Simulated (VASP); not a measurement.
# LiAl2BrO6 in VASP: single point with r2SCAN

Aim: the single point of LiAl2BrO6 with r2SCAN.

Program: VASP 6.6.1. These are calculated values, not measurements. Logs are shortened: lines on timing, memory, paths and dates and some standing lists are left out, and cuts for length are marked.

## Step 1: The cell of the first run

The typed cell holds 10 atoms: a = 5.248 Å, b = 5.248 Å, c = 7.364 Å, α = 90.00°, β = 90.00°, γ = 120.00°.

## Step 2: Single point, r2SCAN

Input file POSCAR:

```
LiAl2BrO6
1.0
    5.2477760000      0.0000000000      0.0000000000
   -2.6238880000      4.5447110000      0.0000000000
    0.0000000000      0.0000000000      7.3640160000
Li Al O Br
1 2 6 1
Direct
    0.0000000000      0.0000000000      0.0000000000
    0.3333000000      0.6667000000      0.0000000000
    0.6667000000      0.3333000000      0.0000000000
    0.0000000000      0.6361500000      0.1334000000
    0.3638500000      0.3638500000      0.1334000000
    0.6361500000      0.0000000000      0.1334000000
    0.3638500000      0.0000000000      0.8666000000
    0.6361500000      0.6361500000      0.8666000000
    0.0000000000      0.3638500000      0.8666000000
    0.0000000000      0.0000000000      0.5000000000
```

Input file INCAR.step1:

```
PREC = Accurate ; ENCUT = 520
ISMEAR = -1 ; SIGMA = 0.1
LREAL = F ; LASPH = T
NELM = 80 ; NBANDS = 37
NELECT = 53.0 ; GGA = PE
ALGO = Normal ; EDIFF = 1E-4
LWAVE = T ; LCHARG = F
```

Input file INCAR.step2:

```
PREC = Accurate ; ENCUT = 520
EDIFF = 1E-6 ; ISMEAR = -1
SIGMA = 0.1 ; LREAL = F
LASPH = T ; NELM = 80
ALGO = Normal ; ISIF = 2
LWAVE = F ; LCHARG = F
METAGGA = R2SCAN ; LMIXTAU = T
NBANDS = 37 ; NELECT = 53.0
ISTART = 1
```

Input file KPOINTS:

```
Automatic mesh
0
Gamma
  4 4 3
```

Potentials or basis: VASP PAW PBE potentials, release 64 (Li_sv, Al, O, Br).

The run is started by

```
> cat potpaw_PBE.64/Li_sv/POTCAR potpaw_PBE.64/Al/POTCAR potpaw_PBE.64/O/POTCAR potpaw_PBE.64/Br/POTCAR > POTCAR
> cp INCAR.step1 INCAR
> mpirun -np 1 vasp_std > vasp.out
> cp INCAR.step2 INCAR
> mpirun -np 1 vasp_std > vasp.out
```

OUTCAR:

```text
PREC = Accurate
   ENCUT = 520
   EDIFF = 1E-6
   ISMEAR = -1
   LREAL = F
   LASPH = T
   NELM = 80
   ISIF = 2
   METAGGA = R2SCAN
   NELECT = 53.0
   ISTART = 1

 ion  position               nearest neighbor table
   1  0.000  0.000  0.000-   6 2.15   7 2.15   4 2.15   5 2.15   8 2.15   9 2.15
   2  0.333  0.667  0.000-   4 1.94   7 1.94   9 1.94   6 1.94   8 1.94   5 1.94   3 3.03   3 3.03
                             3 3.03
   3  0.667  0.333  0.000-   9 1.94   6 1.94   4 1.94   7 1.94   5 1.94   8 1.94   2 3.03   2 3.03
                             2 3.03
   4  0.000  0.636  0.133-   2 1.94   3 1.94   1 2.15
   5  0.364  0.364  0.133-   3 1.94   2 1.94   1 2.15
   6  0.636  0.000  0.133-   3 1.94   2 1.94   1 2.15
   7  0.364  0.000  0.867-   2 1.94   3 1.94   1 2.15
   8  0.636  0.636  0.867-   2 1.94   3 1.94   1 2.15
   9  0.000  0.364  0.867-   3 1.94   2 1.94   1 2.15
  10  0.000  0.000  0.500-

  LATTYP: Found a hexagonal cell.
 ALAT       =     5.2477760000
 C/A-ratio  =     1.4032641637

  Lattice vectors:

 A1 = (   5.2477760000,   0.0000000000,   0.0000000000)
 A2 = (  -2.6238880000,   4.5447110000,   0.0000000000)
 A3 = (   0.0000000000,   0.0000000000,   7.3640160000)

Analysis of symmetry for initial positions (statically):
=====================================================================
 Subroutine PRICEL returns:
 Original cell was already a primitive cell.

 Routine SETGRP: Setting up the symmetry group for a
 hexagonal supercell.

 Subroutine GETGRP returns: Found  4 space group operations
 (whereof  4 operations were pure point group operations)
 out of a pool of 24 trial point group operations.

The static configuration has the point symmetry C_2h.

Analysis of symmetry for dynamics (positions and initial velocities):
=====================================================================
 Subroutine PRICEL returns:
 Original cell was already a primitive cell.

 Routine SETGRP: Setting up the symmetry group for a
 hexagonal supercell.

 Subroutine GETGRP returns: Found  4 space group operations
 (whereof  4 operations were pure point group operations)
 out of a pool of 24 trial point group operations.

The dynamic configuration has the point symmetry C_2h.

 Subroutine INISYM returns: Found  4 space group operations
 (whereof  4 operations are pure point group operations),
 and found     1 'primitive' translations

----------------------------------------------------------------------------------------

                                     Primitive cell

  volume of cell :     175.6290

  direct lattice vectors                    reciprocal lattice vectors
     5.247776000  0.000000000  0.000000000     0.190556914  0.110017997  0.000000000
    -2.623888000  4.544711000  0.000000000     0.000000000  0.220035993  0.000000000
     0.000000000  0.000000000  7.364016000     0.000000000  0.000000000  0.135795468

  length of vectors
     5.247776000  5.247779179  7.364016000     0.220036127  0.220035993  0.135795468

  position of ions in fractional coordinates (direct lattice)
     0.000000000  0.000000000  0.000000000
     0.333300000  0.666700000  0.000000000
     0.666700000  0.333300000  0.000000000
     1.000000000  0.636150000  0.133400000
     0.363850000  0.363850000  0.133400000
     0.636150000  0.000000000  0.133400000
     0.363850000  0.000000000  0.866600000
     0.636150000  0.636150000  0.866600000
     1.000000000  0.363850000  0.866600000
     0.000000000  0.000000000  0.500000000

  ion indices of the primitive-cell ions
   primitive index   ion index
                 1           1
                 2           2
                 3           3
                 4           4
                 5           5
                 6           6
                 7           7
                 8           8
                 9           9
                10          10

----------------------------------------------------------------------------------------

 KPOINTS: Automatic mesh

Automatic generation of k-mesh.
 Grid dimensions read from file:
 generate k-points for:    4    4    3

 Generating k-lattice:

  Cartesian coordinates                     Fractional coordinates (reciprocal lattice)
     0.047639229  0.027504499  0.000000000     0.250000000 -0.000000000  0.000000000
     0.000000000  0.055008998  0.000000000     0.000000000  0.250000000  0.000000000
     0.000000000  0.000000000  0.045265156     0.000000000  0.000000000  0.333333333

  Length of vectors
     0.055009032  0.055008998  0.045265156

  Shift w.r.t. Gamma in fractional coordinates (k-lattice)
     0.000000000  0.000000000  0.000000000

 Subroutine IBZKPT returns following result:
 ===========================================

 Found     17 irreducible k-points:

 Following reciprocal coordinates:
            Coordinates               Weight
  0.000000  0.000000  0.000000      1.000000
  0.250000  0.000000  0.000000      4.000000
 -0.250000  0.250000  0.000000      2.000000
  0.500000  0.000000  0.000000      2.000000
  0.500000  0.500000  0.000000      1.000000
  0.250000  0.250000  0.000000      2.000000
[... 9 lines left out ...]
  0.500000  0.250000  0.333333      4.000000
 -0.250000 -0.250000  0.333333      2.000000
   k-points           NKPTS =     17   k-points in BZ     NKDIM =     17   number of bands    NBANDS=     37
   number of dos      NEDOS =    301   number of ions     NIONS =     10
   total plane-waves  NPLWV =  89600
   dimension x,y,z NGX =    40 NGY =   40 NGZ =   56
   dimension x,y,z NGXF=    80 NGYF=   80 NGZF=  112
   ions per type =               1   2   6   1
   NGX,Y,Z   is equivalent  to a cutoff of  12.67, 12.67, 12.64 a.u.
   NGXF,Y,Z  is equivalent  to a cutoff of  25.34, 25.34, 25.28 a.u.
 SYSTEM =  unknown system
   PREC   = accura    normal or accurate (medium, high low for compatibility)
   ISTART =      1    job   : 0-new  1-cont  2-samecut
   ICHARG =      0    charge: 1-file 2-atom 10-const
   ISPIN  =      1    spin polarized calculation?
   LNONCOLLINEAR =      F non collinear calculations
   LSORBIT =      F    spin-orbit coupling
   LASPH  =      T    aspherical Exc in radial PAW
   ENCUT  =  520.0 eV  38.22 Ry    6.18 a.u.   9.76  9.76 13.69*2*pi/ulx,y,z
   NELM   =     80;   NELMIN=  2; NELMDL=  0     # of ELM steps
   EDIFF  = 0.1E-05   stopping-criterion for ELM
   LREAL  =      F    real-space projection
   EDIFFG = 0.1E-04   stopping-criterion for IOM
   NSW    =      0    number of steps for IOM
   IBRION =     -1    ionic relax: 0-MD 1-quasi-New 2-CG
   NFREE  =      0    steps in history (QN), initial steepest desc. (CG)
   ISIF   =      2    stress and relaxation
   ISYM   =      2    0-nonsym 1-usesym 2-fastsym
   POTIM  = 0.5000    time-step for ionic-motion
   TEBEG  =    0.0;   TEEND  =   0.0 temperature during run
   PSTRESS=    0.0 pullay stress
   NELECT =      53.0000    total number of electrons
   NUPDOWN=      -1.0000    fix difference up-down
   EMIN   =  10.00;   EMAX   =-10.00  energy-range for DOS
   EFERMI =   0.00;   METHOD = LEGACY
   ISMEAR =    -1;   SIGMA  =   0.10  broadening in eV -4-tet -1-fermi 0-gaus
   EFERMI_NEDOS =   21; number of points for ismear=-14 and -15
   IALGO  =     38    algorithm
   IMIX   =      4    mixing-type and parameters
     AMIX     =   0.40;   BMIX     =  1.00
     AMIX_MAG =   1.60;   BMIX_MAG =  1.00
  volume/ion in A,a.u.               =      17.56       118.52
  Fermi-wavevector in a.u.,A,eV,Ry     =   1.098082  2.075074 16.405682  1.205784
  Thomas-Fermi vector in A             =   2.234453
   LORBIT       =      0    0 simple, 1 ext, 2 COOP (PROOUT), +10 PAW based schemes
   METAGGA = R2SCAN    functional components
   LHFCALC =     F    Hartree Fock is set to
   AEXX    =    0.0000 exact exchange contribution
   IVDW    =     0    specifies the selected vdW correction
   LEPSILON=     F    determine dielectric tensor
   LRPA    =     F    only Hartree local field effects (RPA)
 non-spin polarized calculation
  energy-cutoff  :      520.00
  volume of cell :      175.63
 maximum number of plane-waves:      4755
   NGX = 19   NGY = 19   NGZ = 27

 number of electron      52.9999962 magnetization

 Free energy of the ion-electron system (eV)
  ---------------------------------------------------
  ext. energy  EPLUGINS =         0.00000000
  ---------------------------------------------------
  free energy    TOTEN  =       -77.06680337 eV

  energy without entropy =      -76.58947121  energy(sigma->0) =      -76.82813729

 E-fermi :  -1.6847     XC(G=0):  -8.3416

 val. band max:       -1.6863032913   @ k =   0.5000   0.2500   0.3333
 cond. band min:      -1.6636003120   @ k =   0.0000   0.0000   0.3333
 fundamental gap:      0.0227029792
 Fermi energy:        -1.6847113682

 k-point     1 :       0.0000    0.0000    0.0000
  band No.  band energies     occupation
      1     -45.6508      2.00000
      2     -20.2875      2.00000
      3     -18.9805      2.00000
      4     -18.9800      2.00000
      5     -18.5934      2.00000
      6     -18.4291      2.00000
[... 29 lines left out ...]
     36      10.8807      0.00000
     37      11.2386      0.00000

 k-point     2 :       0.2500    0.0000    0.0000
  band No.  band energies     occupation
      1     -45.6508      2.00000
      2     -20.1384      2.00000
      3     -19.1968      2.00000
      4     -19.0464      2.00000
      5     -18.5430      2.00000
      6     -18.4085      2.00000
[... 29 lines left out ...]
     36      10.4669      0.00000
     37      10.5060      0.00000

 k-point     3 :      -0.2500    0.2500    0.0000
  band No.  band energies     occupation
      1     -45.6508      2.00000
      2     -20.1384      2.00000
      3     -19.1964      2.00000
      4     -19.0466      2.00000
      5     -18.5430      2.00000
      6     -18.4087      2.00000
[... 29 lines left out ...]
     36      10.4671      0.00000
     37      10.5061      0.00000

 k-point     4 :       0.5000    0.0000    0.0000
  band No.  band energies     occupation
      1     -45.6508      2.00000
      2     -19.8667      2.00000
      3     -19.5259      2.00000
      4     -19.1033      2.00000
      5     -18.4690      2.00000
      6     -18.4123      2.00000
[... 29 lines left out ...]
     36       9.9248      0.00000
     37      10.5574      0.00000
[... 403 lines left out ...]
      1     -45.6508      2.00000
      2     -19.8843      2.00000
      3     -19.4724      2.00000
      4     -19.1463      2.00000
      5     -18.4764      2.00000
      6     -18.4157      2.00000
[... 29 lines left out ...]
     36      10.3431      0.00000
     37      10.5694      0.00000

 k-point    16 :       0.5000    0.2500    0.3333
  band No.  band energies     occupation
      1     -45.6508      2.00000
      2     -19.8843      2.00000
      3     -19.4725      2.00000
      4     -19.1451      2.00000
      5     -18.4762      2.00000
      6     -18.4156      2.00000
[... 29 lines left out ...]
     36       9.9088      0.00000
     37      10.2969      0.00000

 k-point    17 :      -0.2500   -0.2500    0.3333
  band No.  band energies     occupation
      1     -45.6508      2.00000
      2     -19.8841      2.00000
      3     -19.4728      2.00000
      4     -19.1461      2.00000
      5     -18.4762      2.00000
      6     -18.4159      2.00000
[... 29 lines left out ...]
     36      10.3431      0.00000
     37      10.5689      0.00000

------------------------ aborting loop because EDIFF is reached ----------------------------------------

  FORCE on cell =-STRESS in cart. coord.  units (eV):
  Direction    XX          YY          ZZ          XY          YZ          ZX
  --------------------------------------------------------------------------------------
  -------------------------------------------------------------------------------------
  Total       -3.1113398     -3.1105569     -9.3106845      0.0006823      0.0017632      0.0010180
  in kB      -28.3832251    -28.3760834    -84.9368029      0.0062246      0.0160849      0.0092865
  external PRESSURE =     -47.2320371 kB  Pullay stress =       0.0000000 kB

 VOLUME and BASIS-vectors are now :
 -----------------------------------------------------------------------------
  energy-cutoff  :      520.00
  volume of cell :      175.63
      direct lattice vectors                 reciprocal lattice vectors
     5.247776000  0.000000000  0.000000000     0.190556914  0.110017997  0.000000000
    -2.623888000  4.544711000  0.000000000     0.000000000  0.220035993  0.000000000
     0.000000000  0.000000000  7.364016000     0.000000000  0.000000000  0.135795468

 POSITION                                       TOTAL-FORCE (eV/Angst)
 -----------------------------------------------------------------------------------
      0.00000      0.00000      0.00000        -0.000000      0.000000     -0.000000
     -0.00026      3.02996      0.00000         0.003135     -0.001810     -0.000000
      2.62415      1.51475      0.00000        -0.003135      0.001810     -0.000000
     -1.66919      2.89112      0.98236         0.379725     -0.658278     -1.629642
      0.95470      1.65359      0.98236         0.380619      0.659252     -1.631692
      3.33837      0.00000      0.98236        -0.759948     -0.000287     -1.629642
      1.90940      0.00000      6.38166         0.759948      0.000287      1.629642
      1.66919      2.89112      6.38166        -0.380619     -0.659252      1.631692
     -0.95470      1.65359      6.38166        -0.379725      0.658278      1.629642
      0.00000      0.00000      3.68201        -0.000000      0.000000     -0.000000
 -----------------------------------------------------------------------------------
    total drift:                                0.000000     -0.000000     -0.000000

  FREE ENERGIE OF THE ION-ELECTRON SYSTEM (eV)
  ---------------------------------------------------
  free  energy   TOTEN  =       -77.0668033700 eV

  energy  without entropy=      -76.5894712137  energy(sigma->0) =      -76.82813729
```

Run time: 10 min. Hardware: 1 thread of Intel Xeon Platinum 8259CL at 2.50GHz (Skylake/Cascade Lake), shared host; peak memory 0.37 GiB.

What came out:

```
Free energy   : -77.0668 eV
Largest force : 1.801 eV/Å
```

Forces in eV/Å, atoms in the order of the input:
```
Li   0.000  0.000  0.000
Al   0.003 -0.002  0.000
Al  -0.003  0.002  0.000
O    0.380 -0.658 -1.630
O    0.381  0.659 -1.632
O   -0.760  0.000 -1.630
O    0.760  0.000  1.630
O   -0.381 -0.659  1.632
O   -0.380  0.658  1.630
Br   0.000  0.000  0.000
```

Levels at points of the mesh, in eV from the Fermi level:
| k point | band 23 | band 24 | band 25 | band 26 | band 27 | band 28 | band 29 | band 30 | band 31 | band 32 |
| --- | --- | --- | --- | --- | --- | --- | --- | --- | --- | --- |
| (0.00, 0.00, 0.00) | -0.33 | -0.33 | -0.17 | -0.17 | 0.15 | 0.15 | 0.48 | 6.68 | 9.14 | 9.91 |
| (0.50, 0.00, 0.00) | -0.51 | -0.51 | -0.21 | -0.12 | -0.09 | -0.07 | 0.37 | 8.68 | 9.20 | 10.50 |
| (0.50, 0.50, 0.00) | -0.51 | -0.51 | -0.21 | -0.12 | -0.09 | -0.07 | 0.37 | 8.68 | 9.20 | 10.50 |

Caveat: the cell carries a net charge on a neutralising background, which shifts energy and pressure; the cell is charged against a uniform background, so pressure and absolute levels hang on convention; the cutoff is under 1.25 times the usual one of these potentials, so pressure, stress and relaxed cells hold a basis-set (Pulay) error; the PAW data sets were made with another functional, which shifts forces and pressure a little; an odd number of electrons without spin polarisation forces a metal; a magnetic or distorted state may lie lower.
